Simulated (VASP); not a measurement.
SnO2, 6 atoms in the cell. It takes space group P2_12_12 (No. 18, orthorhombic). The conventional cell has a = 4.769 Å, b = 4.769 Å, c = 3.211 Å, α = 90.00°, β = 90.00°, γ = 90.00°. Within 2.7 Å of Sn (site symmetry 2) lie 6 O at 2.04 to 2.11 Å. O (site symmetry 1) has 3 Sn at 2.04 to 2.11 Å and 1 O at 2.63 Å within 2.7 Å.  This cell differs from its parent crystal: atoms displaced along several vibrational modes.

```yaml
Program: VASP 6.6.1
Task: single point
Functional: PBEsol
Potentials_or_basis: VASP PAW PBE potentials, release 64 (Sn_d, O)
Cutoff: 520 eV
k_mesh: 6 × 6 × 8
Occupations: gaussian, width 0.05 eV
Spin: no spin polarisation
Dipole_correction: no
Further_INCAR_settings: ALGO = Normal; EDIFF = 1e-06; NBANDS = 35
```

Potentials or basis: VASP PAW PBE potentials, release 64 (Sn_d, O).

Run with:

```sh
$ cat potpaw_PBE.64/Sn_d/POTCAR potpaw_PBE.64/O/POTCAR > POTCAR
$ mpirun -np 1 vasp_std > vasp.out
```

Hardware: 1 thread of Intel(R) Xeon(R) Platinum 8488C (Sapphire Rapids), on a shared host.

Problem. How long does it take, and how much memory?

Solution. Wall time 2.1 min on 1 thread of Intel(R) Xeon(R) Platinum 8488C (Sapphire Rapids), with other jobs on the host, peak memory 0.28 GiB. Counts: scf iterations 14, k points 80.
